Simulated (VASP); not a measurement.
# PbS (I4mm) in VASP: further runs

Runs on PbS. Level: r2SCAN. Tasks: single point.

All numbers are computed with VASP 6.6.1; they aren't measurements. Logs are shortened: lines on timing, memory, paths and dates and some standing lists are left out, and cuts for length are marked.

**1. The cell of the first run**

The structure is tetragonal, space group I4mm (No. 107). Conventional cell: a = 4.193 Å, b = 4.193 Å, c = 5.930 Å, α = 90.00°, β = 90.00°, γ = 90.00°. Pb (site symmetry 4mm) has 6 S at 2.84 to 3.09 Å within 3.7 Å. Within 3.7 Å of S (site symmetry 4mm) lie 6 Pb at 2.84 to 3.09 Å.

**2. Single point, r2SCAN (all S atoms moved +0.125 Å, as atom 2 along Cartesian [0 0 1])**

Contents of POSCAR:

```
PbS
1.0
    0.0000000000      2.9650000000      2.9650000000
    2.9650000000      0.0000000000      2.9650000000
    2.9650000000      2.9650000000      0.0000000000
Pb S
1 1
Direct
    0.0000000000      0.0000000000      0.0000000000
    0.5210792580      0.5210792580      0.4789207420
```

Contents of INCAR.step1:

```
ALGO = Normal
EDIFF = 1E-4
ENCUT = 520
GGA = PE
ISMEAR = 0
LASPH = True
LCHARG = False
LREAL = False
LWAVE = True
NBANDS = 17
NELM = 80
PREC = Accurate
SIGMA = 0.05
```

Contents of INCAR.step2:

```
ALGO = Normal
EDIFF = 1E-6
ENCUT = 520
ISIF = 2
ISMEAR = 0
ISTART = 1
LASPH = True
LCHARG = True
LELF = True
LMIXTAU = True
LREAL = False
LVHAR = True
LWAVE = False
METAGGA = R2SCAN
NBANDS = 17
NELM = 80
PREC = Accurate
SIGMA = 0.05
```

Contents of KPOINTS:

```
k-points
0
Gamma
  8 8 8
```

Potentials or basis: VASP PAW PBE potentials, release 64 (Pb_d, S).

Run with:

```sh
$ cat potpaw_PBE.64/Pb_d/POTCAR potpaw_PBE.64/S/POTCAR > POTCAR
$ cp INCAR.step1 INCAR
$ mpirun -np 1 vasp_std > vasp.out
$ cp INCAR.step2 INCAR
$ mpirun -np 1 vasp_std > vasp.out
```

OUTCAR:

```text
EDIFF = 1E-6
   ENCUT = 520
   ISIF = 2
   ISMEAR = 0
   ISTART = 1
   LASPH = True
   LREAL = False
   METAGGA = R2SCAN
   NELM = 80
   PREC = Accurate

 ion  position               nearest neighbor table
   1  0.000  0.000  0.000-   2 2.84   2 2.97   2 2.97   2 2.97   2 2.97   2 3.09
   2  0.521  0.521  0.479-   1 2.84   1 2.97   1 2.97   1 2.97   1 2.97   1 3.09

  LATTYP: Found a face centered cubic cell.
 ALAT       =     5.9300000000

  Lattice vectors:

 A1 = (   0.0000000000,   2.9650000000,   2.9650000000)
 A2 = (   2.9650000000,   0.0000000000,   2.9650000000)
 A3 = (   2.9650000000,   2.9650000000,   0.0000000000)

Analysis of symmetry for initial positions (statically):
=====================================================================
 Subroutine PRICEL returns:
 Original cell was already a primitive cell.

 Routine SETGRP: Setting up the symmetry group for a
 face centered cubic supercell.

 Subroutine GETGRP returns: Found  8 space group operations
 (whereof  8 operations were pure point group operations)
 out of a pool of 48 trial point group operations.

The static configuration has the point symmetry C_4v.

Analysis of symmetry for dynamics (positions and initial velocities):
=====================================================================
 Subroutine PRICEL returns:
 Original cell was already a primitive cell.

 Routine SETGRP: Setting up the symmetry group for a
 face centered cubic supercell.

 Subroutine GETGRP returns: Found  8 space group operations
 (whereof  8 operations were pure point group operations)
 out of a pool of 48 trial point group operations.

The dynamic configuration has the point symmetry C_4v.

 Subroutine INISYM returns: Found  8 space group operations
 (whereof  8 operations are pure point group operations),
 and found     1 'primitive' translations

----------------------------------------------------------------------------------------

                                     Primitive cell

  volume of cell :      52.1320

  direct lattice vectors                    reciprocal lattice vectors
     0.000000000  2.965000000  2.965000000    -0.168634064  0.168634064  0.168634064
     2.965000000  0.000000000  2.965000000     0.168634064 -0.168634064  0.168634064
     2.965000000  2.965000000  0.000000000     0.168634064  0.168634064 -0.168634064

  length of vectors
[... 73 lines left out ...]
   PREC   = accura    normal or accurate (medium, high low for compatibility)
   ISTART =      1    job   : 0-new  1-cont  2-samecut
   ICHARG =      0    charge: 1-file 2-atom 10-const
   ISPIN  =      1    spin polarized calculation?
   LNONCOLLINEAR =      F non collinear calculations
   LSORBIT =      F    spin-orbit coupling
   LASPH  =      T    aspherical Exc in radial PAW
   ENCUT  =  520.0 eV  38.22 Ry    6.18 a.u.   7.80  7.80  7.80*2*pi/ulx,y,z
   NELM   =     80;   NELMIN=  2; NELMDL=  0     # of ELM steps
   EDIFF  = 0.1E-05   stopping-criterion for ELM
   LREAL  =      F    real-space projection
   EDIFFG = 0.1E-04   stopping-criterion for IOM
   NSW    =      0    number of steps for IOM
   IBRION =     -1    ionic relax: 0-MD 1-quasi-New 2-CG
   NFREE  =      0    steps in history (QN), initial steepest desc. (CG)
   ISIF   =      2    stress and relaxation
   ISYM   =      2    0-nonsym 1-usesym 2-fastsym
   POTIM  = 0.5000    time-step for ionic-motion
   TEBEG  =    0.0;   TEEND  =   0.0 temperature during run
   PSTRESS=    0.0 pullay stress
   NELECT =      20.0000    total number of electrons
   NUPDOWN=      -1.0000    fix difference up-down
   EMIN   =  10.00;   EMAX   =-10.00  energy-range for DOS
   EFERMI =   0.00;   METHOD = LEGACY
   ISMEAR =     0;   SIGMA  =   0.05  broadening in eV -4-tet -1-fermi 0-gaus
   EFERMI_NEDOS =   21; number of points for ismear=-14 and -15
   IALGO  =     38    algorithm
   IMIX   =      4    mixing-type and parameters
     AMIX     =   0.40;   BMIX     =  1.00
     AMIX_MAG =   1.60;   BMIX_MAG =  1.00
  volume/ion in A,a.u.               =      26.07       175.90
  Fermi-wavevector in a.u.,A,eV,Ry     =   1.189552  2.247928 19.252709  1.415034
  Thomas-Fermi vector in A             =   2.325657
   LORBIT       =      0    0 simple, 1 ext, 2 COOP (PROOUT), +10 PAW based schemes
   METAGGA = R2SCAN    functional components
   LHFCALC =     F    Hartree Fock is set to
   AEXX    =    0.0000 exact exchange contribution
   IVDW    =     0    specifies the selected vdW correction
   LEPSILON=     F    determine dielectric tensor
   LRPA    =     F    only Hartree local field effects (RPA)
 non-spin polarized calculation
 Gauss-broadening in eV      SIGMA  =   0.05
  energy-cutoff  :      520.00
  volume of cell :       52.13
 maximum number of plane-waves:      1424
   NGX = 15   NGY = 15   NGZ = 15

 number of electron      19.9999999 magnetization

 Free energy of the ion-electron system (eV)
  ---------------------------------------------------
  ext. energy  EPLUGINS =         0.00000000
  ---------------------------------------------------
  free energy    TOTEN  =       -65.60282028 eV

  energy without entropy =      -65.60282028  energy(sigma->0) =      -65.60282028

 E-fermi :   5.9592     XC(G=0): -10.2558

 val. band max:        5.6684116035   @ k =   0.5000   0.0000   0.0000
 cond. band min:       6.4014716641   @ k =   0.5000   0.0000   0.0000
 fundamental gap:      0.7330600606
 Fermi energy:         5.9592261904

 k-point     1 :       0.0000    0.0000    0.0000
  band No.  band energies     occupation
      1     -11.7336      2.00000
      2     -11.7292      2.00000
      3     -11.7292      2.00000
      4     -11.7176      2.00000
      5     -11.7172      2.00000
      6      -8.5322      2.00000
[... 457 lines left out ...]
      4     -11.6900      2.00000
      5     -11.6762      2.00000
      6      -7.0526      2.00000
[... 9 lines left out ...]
     16      16.9815      0.00000
     17      17.7146      0.00000

 [... further k-points ...]
[... 5 lines left out ...]
  --------------------------------------------------------------------------------------
  -------------------------------------------------------------------------------------
  Total        0.4462973      0.4462973      0.6500670      0.0000000     -0.0000000      0.0000000
  in kB       13.7161030     13.7161030     19.9785799      0.0000000     -0.0000000      0.0000000
  external PRESSURE =      15.8035953 kB  Pullay stress =       0.0000000 kB

 VOLUME and BASIS-vectors are now :
 -----------------------------------------------------------------------------
  energy-cutoff  :      520.00
  volume of cell :       52.13
      direct lattice vectors                 reciprocal lattice vectors
     0.000000000  2.965000000  2.965000000    -0.168634064  0.168634064  0.168634064
     2.965000000  0.000000000  2.965000000     0.168634064 -0.168634064  0.168634064
     2.965000000  2.965000000  0.000000000     0.168634064  0.168634064 -0.168634064

 POSITION                                       TOTAL-FORCE (eV/Angst)
 -----------------------------------------------------------------------------------
      0.00000      0.00000      0.00000         0.000000      0.000000      0.079761
      2.96500      2.96500      3.09000         0.000000      0.000000     -0.079761
 -----------------------------------------------------------------------------------
    total drift:                               -0.000000     -0.000000     -0.000013

  FREE ENERGIE OF THE ION-ELECTRON SYSTEM (eV)
  ---------------------------------------------------
  free  energy   TOTEN  =       -65.6028202796 eV

  energy  without entropy=      -65.6028202796  energy(sigma->0) =      -65.60282028
```

OUTCAR.step1:

```text
EDIFF = 1E-4
   ENCUT = 520
   GGA = PE
   ISMEAR = 0
   LASPH = True
[... 700 lines left out ...]
 -----------------------------------------------------------------------------------
      0.00000      0.00000      0.00000         0.000000      0.000000      0.094654
      2.96500      2.96500      3.09000         0.000000      0.000000     -0.094654
 -----------------------------------------------------------------------------------
    total drift:                                0.000000      0.000000      0.000299

  FREE ENERGIE OF THE ION-ELECTRON SYSTEM (eV)
  ---------------------------------------------------
  free  energy   TOTEN  =        -8.7505325468 eV

  energy  without entropy=       -8.7505325468  energy(sigma->0) =       -8.75053255
```

OSZICAR.step1:

```text
N       E                     dE             d eps       ncg     rms          rms(c)
DAV:   1     0.160487797138E+03    0.16049E+03   -0.96428E+03  2014   0.122E+03
DAV:   2     0.281881502500E+01   -0.15767E+03   -0.15188E+03  2137   0.317E+02
DAV:   3    -0.891973538817E+01   -0.11739E+02   -0.11634E+02  2546   0.912E+01
DAV:   4    -0.921718892774E+01   -0.29745E+00   -0.29713E+00  2624   0.160E+01
DAV:   5    -0.922823894738E+01   -0.11050E-01   -0.11049E-01  2976   0.297E+00    0.470E+00
DAV:   6    -0.874666200468E+01    0.48158E+00   -0.13642E+00  3192   0.804E+00    0.332E+00
DAV:   7    -0.874720237703E+01   -0.54037E-03   -0.14239E-01  2384   0.190E+00    0.187E+00
DAV:   8    -0.875072441309E+01   -0.35220E-02   -0.15492E-02  2441   0.134E+00    0.203E-01
DAV:   9    -0.875035149477E+01    0.37292E-03   -0.29586E-03  3198   0.476E-01    0.892E-02
DAV:  10    -0.875051876393E+01   -0.16727E-03   -0.34701E-04  2370   0.114E-01    0.446E-02
DAV:  11    -0.875053254685E+01   -0.13783E-04   -0.49663E-05  1958   0.777E-02
   1 F= -.87505325E+01 E0= -.87505325E+01  d E =-.721291E-12
```

Run time: 74 s. Hardware: 1 thread of Intel Xeon 6975P-C (Granite Rapids), shared host; peak memory 0.21 GiB.

What came out:

- Free energy: -65.6028 eV
- Pressure: 1.6 GPa
- Largest force: 0.080 eV/Å
- Band gap on the k mesh: 0.73 eV, direct

Forces in eV/Å, atoms in the order of the input:
```
Pb   0.000  0.000  0.080
S    0.000  0.000 -0.080
```

Levels at points of the mesh, in eV from the valence-band top:
| k point | band 7 | band 8 | band 9 | band 10 | band 11 | band 12 | band 13 | band 14 |
| --- | --- | --- | --- | --- | --- | --- | --- | --- |
| (0.00, 0.00, 0.00) | -6.04 | -2.32 | -2.29 | -2.29 | 5.46 | 5.46 | 5.62 | 7.17 |
| (0.50, 0.00, 0.00) | -9.07 | -1.95 | -1.90 | 0.00 | 0.73 | 2.24 | 2.31 | 9.17 |
| (0.50, 0.50, 0.00) | -7.44 | -5.23 | -3.58 | -3.58 | 4.19 | 6.08 | 6.15 | 6.15 |
| (0.00, 0.50, 0.50) | -7.32 | -5.35 | -3.57 | -3.56 | 4.03 | 6.05 | 6.19 | 6.28 |

Caveat: the cell differs from its parent crystal (all S atoms moved +0.125 Å, as atom 2 along Cartesian [0 0 1]); the PAW data sets were made with another functional, which shifts forces and pressure a little; spin-orbit coupling is left out, which moves the levels of the heavy elements. A k mesh can miss the band edges.

**3. Single point, r2SCAN (all S atoms moved +0.062 Å, as atom 2 along Cartesian [0 0 1])**

Edit POSCAR of step 2 so:

```diff
@@ -9,2 +9,2 @@
     0.0000000000      0.0000000000      0.0000000000
-    0.5210792580      0.5210792580      0.4789207420
+    0.5105396290      0.5105396290      0.4894603710
```

Contents of INCAR.step1:

```
ALGO = Normal ; EDIFF = 1E-4
ENCUT = 520 ; GGA = PE
ISMEAR = 0 ; LASPH = True
LCHARG = False ; LREAL = False
LWAVE = True ; NBANDS = 17
NELM = 80 ; PREC = Accurate
SIGMA = 0.05
```

Contents of INCAR.step2:

```
ALGO = Normal ; EDIFF = 1E-7
ENCUT = 520 ; ISIF = 2
ISMEAR = 0 ; ISTART = 1
LASPH = True ; LCHARG = False
LMIXTAU = True ; LREAL = False
LWAVE = False ; METAGGA = R2SCAN
NBANDS = 17 ; NELM = 80
PREC = Accurate ; SIGMA = 0.05
```

KPOINTS is that of step 2.

Potentials or basis: VASP PAW PBE potentials, release 64 (Pb_d, S).

Run with:

```sh
$ cat potpaw_PBE.64/Pb_d/POTCAR potpaw_PBE.64/S/POTCAR > POTCAR
$ cp INCAR.step1 INCAR
$ mpirun -np 1 vasp_std > vasp.out
$ cp INCAR.step2 INCAR
$ mpirun -np 1 vasp_std > vasp.out
```

It took 1.8 min on 1 thread of Intel Xeon 6975P-C (Granite Rapids), shared host; peak memory 0.21 GiB.

Results (log left out):

| Item | Value |
| --- | --- |
| Free energy | -65.6061 eV |
| Pressure | 1.4 GPa |
| Largest force | 0.030 eV/Å |
| Band gap on the k mesh | 0.65 eV, direct |

Forces on the atoms (eV/Å):
```
Pb   0.000  0.000  0.030
S    0.000  0.000 -0.030
```

Stress tensor (GPa, compression positive):
```
1.35 0.00 0.00
0.00 1.35 0.00
0.00 0.00 1.50
```

Levels at points of the mesh, in eV from the valence-band top:
| k point | band 6 | band 7 | band 8 | band 9 | band 10 | band 11 | band 12 | band 13 | band 14 | band 15 |
| --- | --- | --- | --- | --- | --- | --- | --- | --- | --- | --- |
| (0.00, 0.00, 0.00) | -14.22 | -6.09 | -2.34 | -2.33 | -2.33 | 5.53 | 5.53 | 5.57 | 7.14 | 7.18 |
| (0.50, 0.00, 0.00) | -12.97 | -9.11 | -1.94 | -1.93 | 0.00 | 0.65 | 2.19 | 2.21 | 9.16 | 10.63 |
| (0.50, 0.50, 0.00) | -12.50 | -7.39 | -5.36 | -3.62 | -3.62 | 4.15 | 6.03 | 6.10 | 6.10 | 11.70 |
| (0.00, 0.50, 0.50) | -12.50 | -7.36 | -5.39 | -3.61 | -3.61 | 4.11 | 6.02 | 6.11 | 6.14 | 11.70 |

Caveat: the cell differs from its parent crystal (all S atoms moved +0.062 Å, as atom 2 along Cartesian [0 0 1]); the PAW data sets were made with another functional, which shifts forces and pressure a little; spin-orbit coupling is left out, which moves the levels of the heavy elements.
